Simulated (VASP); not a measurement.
# Y (P6_3/mmc) in VASP: a series of runs, part 2 of 2

VASP 6.6.1. The steps go on from the part before.

## 3. Electric field gradients, PBE (31.86 Å³/atom)

File INCAR:

```
  ALGO = Normal
  EDIFF = 1E-8
  ENCUT = 520
  GGA = PE
  ISIF = 2
  ISMEAR = -1
  LASPH = T
  LCHARG = F
  LEFG = T
  LREAL = F
  LWAVE = F
  NBANDS = 18
  NELM = 80
  PREC = Accurate
  SIGMA = 0.08
```

File KPOINTS:

```
k-points
0
Gamma
  12 12 7
```

File POSCAR:

```
Y
1.0
    3.6021486032      0.0000000000      0.0000000000
   -1.8010743015      3.1195521985      0.0000000000
    0.0000000000      0.0000000000      5.6697229104
Y
2
Direct
    0.3333333333      0.6666666667      0.2500000000
    0.6666666667      0.3333333333      0.7500000000
```

Potentials or basis: VASP PAW PBE potentials, release 64 (Y_sv).

The run is started by

```bash
$ cat potpaw_PBE.64/Y_sv/POTCAR > POTCAR
$ mpirun -np 1 vasp_std > vasp.out
```

OUTCAR:

```text
EDIFF = 1E-8
   ENCUT = 520
   GGA = PE
   ISIF = 2
   ISMEAR = -1
   LASPH = T
   LREAL = F
   NELM = 80
   PREC = Accurate

 ion  position               nearest neighbor table
   1  0.333  0.667  0.250-   2 3.52   2 3.52   2 3.52   2 3.52   2 3.52   2 3.52
   2  0.667  0.333  0.750-   1 3.52   1 3.52   1 3.52   1 3.52   1 3.52   1 3.52

  LATTYP: Found a hexagonal cell.
 ALAT       =     3.6021486032
 C/A-ratio  =     1.5739836234

  Lattice vectors:

 A1 = (   3.6021486032,   0.0000000000,   0.0000000000)
 A2 = (  -1.8010743015,   3.1195521985,   0.0000000000)
 A3 = (   0.0000000000,   0.0000000000,   5.6697229104)

Analysis of symmetry for initial positions (statically):
=====================================================================
 Subroutine PRICEL returns:
 Original cell was already a primitive cell.

 Routine SETGRP: Setting up the symmetry group for a
 hexagonal supercell.

 Subroutine GETGRP returns: Found 24 space group operations
 (whereof 12 operations were pure point group operations)
 out of a pool of 24 trial point group operations.

The static configuration has the point symmetry D_3d.
 The point group associated with its full space group is D_6h.

Analysis of symmetry for dynamics (positions and initial velocities):
=====================================================================
 Subroutine PRICEL returns:
 Original cell was already a primitive cell.

 Routine SETGRP: Setting up the symmetry group for a
 hexagonal supercell.

 Subroutine GETGRP returns: Found 24 space group operations
 (whereof 12 operations were pure point group operations)
 out of a pool of 24 trial point group operations.

The dynamic configuration has the point symmetry D_3d.
 The point group associated with its full space group is D_6h.

 Subroutine INISYM returns: Found 24 space group operations
 (whereof 12 operations are pure point group operations),
 and found     1 'primitive' translations

----------------------------------------------------------------------------------------

                                     Primitive cell

  volume of cell :      63.7112

  direct lattice vectors                    reciprocal lattice vectors
     3.602148603  0.000000000  0.000000000     0.277612089  0.160279415  0.000000000
    -1.801074301  3.119552199  0.000000000     0.000000000  0.320558829  0.000000000
     0.000000000  0.000000000  5.669722910     0.000000000  0.000000000  0.176375462

  length of vectors
     3.602148603  3.602148603  5.669722910     0.320558829  0.320558829  0.176375462

  position of ions in fractional coordinates (direct lattice)
     0.333333333  0.666666667  0.250000000
     0.666666667  0.333333333  0.750000000

  ion indices of the primitive-cell ions
   primitive index   ion index
                 1           1
                 2           2

----------------------------------------------------------------------------------------

 KPOINTS: k-points

Automatic generation of k-mesh.
[... 73 lines left out ...]
   ISYM   =      2    0-nonsym 1-usesym 2-fastsym
   POTIM  = 0.5000    time-step for ionic-motion
   TEBEG  =    0.0;   TEEND  =   0.0 temperature during run
   PSTRESS=    0.0 pullay stress
   NELECT =      22.0000    total number of electrons
   NUPDOWN=      -1.0000    fix difference up-down
   EMIN   =  10.00;   EMAX   =-10.00  energy-range for DOS
   EFERMI =   0.00;   METHOD = LEGACY
   ISMEAR =    -1;   SIGMA  =   0.08  broadening in eV -4-tet -1-fermi 0-gaus
   EFERMI_NEDOS =   21; number of points for ismear=-14 and -15
   IALGO  =     38    algorithm
   IMIX   =      4    mixing-type and parameters
     AMIX     =   0.40;   BMIX     =  1.00
     AMIX_MAG =   1.60;   BMIX_MAG =  1.00
  volume/ion in A,a.u.               =      31.86       214.97
  Fermi-wavevector in a.u.,A,eV,Ry     =   1.148534  2.170414 17.947855  1.319130
  Thomas-Fermi vector in A             =   2.285208
   LORBIT       =      0    0 simple, 1 ext, 2 COOP (PROOUT), +10 PAW based schemes
   GGA     = PE    functional components
   LHFCALC =     F    Hartree Fock is set to
   AEXX    =    0.0000 exact exchange contribution
   IVDW    =     0    specifies the selected vdW correction
   LEPSILON=     F    determine dielectric tensor
   LRPA    =     F    only Hartree local field effects (RPA)
 non-spin polarized calculation
  energy-cutoff  :      520.00
  volume of cell :       63.71
 maximum number of plane-waves:      1743
 NGX is ok and might be reduce to    28
   NGX = 13   NGY = 13   NGZ = 21

 number of electron      22.0000000 magnetization

 Free energy of the ion-electron system (eV)
  ---------------------------------------------------
  ext. energy  EPLUGINS =         0.00000000
  ---------------------------------------------------
  free energy    TOTEN  =       -12.89795358 eV

  energy without entropy =      -12.81637560  energy(sigma->0) =      -12.85716459

 E-fermi :   3.1520     XC(G=0):  -9.5452

 val. band max:        3.1499427527   @ k =   0.3333   0.0833   0.0000
 cond. band min:       3.1545100376   @ k =   0.2500   0.2500   0.4286
 fundamental gap:      0.0045672849
 Fermi energy:         3.1520418183

 k-point     1 :       0.0000    0.0000    0.0000
  band No.  band energies     occupation
      1     -39.4606      2.00000
      2     -39.3781      2.00000
      3     -19.7732      2.00000
      4     -19.2453      2.00000
      5     -19.2453      2.00000
      6     -19.1490      2.00000
[... 481 lines left out ...]
      5     -19.4675      2.00000
      6     -19.3368      2.00000
[... 10 lines left out ...]
     17       7.1289      0.00000
     18       7.3543      0.00000

 [... further k-points ...]

------------------------ aborting loop because EDIFF is reached ----------------------------------------

  FORCE on cell =-STRESS in cart. coord.  units (eV):
  Direction    XX          YY          ZZ          XY          YZ          ZX
  --------------------------------------------------------------------------------------
  -------------------------------------------------------------------------------------
  Total        0.5791579      0.5791579      0.3713835      0.0000000      0.0000000      0.0000000
  in kB       14.5643758     14.5643758      9.3393675      0.0000000      0.0000000      0.0000000
  external PRESSURE =      12.8227063 kB  Pullay stress =       0.0000000 kB

 VOLUME and BASIS-vectors are now :
 -----------------------------------------------------------------------------
  energy-cutoff  :      520.00
  volume of cell :       63.71
      direct lattice vectors                 reciprocal lattice vectors
     3.602148603  0.000000000  0.000000000     0.277612089  0.160279415  0.000000000
    -1.801074301  3.119552199  0.000000000     0.000000000  0.320558829  0.000000000
     0.000000000  0.000000000  5.669722910     0.000000000  0.000000000  0.176375462

 POSITION                                       TOTAL-FORCE (eV/Angst)
 -----------------------------------------------------------------------------------
     -0.00000      2.07970      1.41743         0.000000     -0.000000      0.000000
      1.80107      1.03985      4.25229        -0.000000      0.000000      0.000000
 -----------------------------------------------------------------------------------
    total drift:                               -0.000000      0.000000     -0.000000

  FREE ENERGIE OF THE ION-ELECTRON SYSTEM (eV)
  ---------------------------------------------------
  free  energy   TOTEN  =       -12.8979535831 eV

  energy  without entropy=      -12.8163756030  energy(sigma->0) =      -12.85716459

 Electric field gradients (V/A^2)
---------------------------------------------------------------------
 ion       V_xx      V_yy      V_zz      V_xy      V_xz      V_yz
---------------------------------------------------------------------
   1     -13.804   -13.804    27.608     0.000     0.000    -0.000
   2     -13.804   -13.804    27.608     0.000    -0.000     0.000
---------------------------------------------------------------------

 Electric field gradients after diagonalization (V/A^2)
 (convention: |V_zz| > |V_xx| > |V_yy|)
----------------------------------------------------------------------
 ion       V_xx      V_yy      V_zz     asymmetry (V_yy - V_xx)/ V_zz
----------------------------------------------------------------------
   1     -13.804   -13.804    27.608       0.000
   2     -13.804   -13.804    27.608       0.000
----------------------------------------------------------------------

           NMR quadrupolar parameters

 Cq : quadrupolar parameter    Cq=e*Q*V_zz/h
 eta: asymmetry parameters     (V_yy - V_xx)/ V_zz
 Q  : nuclear electric quadrupole moment in mb (millibarn)
----------------------------------------------------------------------
 ion       Cq(MHz)       eta       Q (mb)
----------------------------------------------------------------------
   1       0.067       0.000       1.000
   2       0.067       0.000       1.000
----------------------------------------------------------------------
```

Wall time 2.5 min (1 thread of Intel Xeon 8259CL, shared host); peak memory 0.23 GiB.

What came out:

| Item | Value |
| --- | --- |
| Free energy | -12.8980 eV |
| Pressure | 1.3 GPa |
| Band gap on the k mesh | zero (bands 11 and 12 overlap by 1.39 eV) |
| Largest electric field gradient by atom | Y +27.6 V/Å² |

Levels at points of the mesh, in eV from the Fermi level:
```tsv
k point	band 7	band 8	band 9	band 10	band 11	band 12	band 13	band 14	band 15	band 16
(0.00, 0.00, 0.00)	-22.30	-22.27	-4.74	-1.91	0.96	1.78	1.78	2.07	2.41	2.41
(0.50, 0.00, 0.00)	-22.44	-22.36	-1.68	-1.24	-0.87	-0.05	1.43	1.51	2.11	5.19
```

Electric field gradients, principal values (V/Å²):
| atom | least | middle | greatest (by size) |
| --- | --- | --- | --- |
| 1 Y | -13.804 | -13.804 | 27.608 |
| 2 Y | -13.804 | -13.804 | 27.608 |

Caveat: without QUAD_EFG the Cq values of the log hold for a quadrupole moment of 1 mb, not for the nuclei.
